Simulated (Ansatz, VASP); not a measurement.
Pt2C in VASP and in Ansatz

```
Pt C
1.0
     5.45134    0.00000    0.00000
     0.00000    5.45134    0.00000
     0.00000    0.00000    3.13125
Pt C
4 2
Direct
  0.71472 0.28528 0.50000
  0.28528 0.71472 0.50000
  0.21472 0.21472 0.00000
  0.78528 0.78528 0.00000
  0.00000 0.00000 0.50000
  0.50000 0.50000 0.00000
```

Change from the starting cell: species swapped into the TaO2 type (P4_2/mnm, No. 136).

Alike in both runs: task relaxation of cell and atoms; functional PBE; k mesh 4 × 4 × 6; occupations gaussian, width 0.1 eV; no spin polarisation.

```csv
,VASP,Ansatz
version,VASP 6.6.1,Ansatz 0.2.0
potentials or method,"VASP PAW PBE potentials, release 64 (Pt, C), cutoff 600 eV","scalar-relativistic, plane waves, PAW"
valence electrons in the cell,48,80
```

Ansatz gave:

| Property | Result |
| --- | --- |
| gap on the k mesh at the Fermi level, each at its own relaxed structure (eV) | none |
| relaxed volume (Å³/atom) | 13.39 |
| relaxed cell length with the largest relative difference (Å) | 3.236 |

**Question.** Estimate VASP's values.

**Answer.** gap on the k mesh at the Fermi level, each at its own relaxed structure (eV): none; relaxed volume (Å³/atom): 13.40; relaxed cell length with the largest relative difference (Å): 3.238.

A gap of «none» marks a metal or a gap that the smearing closes. VASP's potentials hold 48 valence electrons a cell and Ansatz's 80, so a difference there can come from the potentials and not from the codes.

Spin-orbit coupling is off throughout.
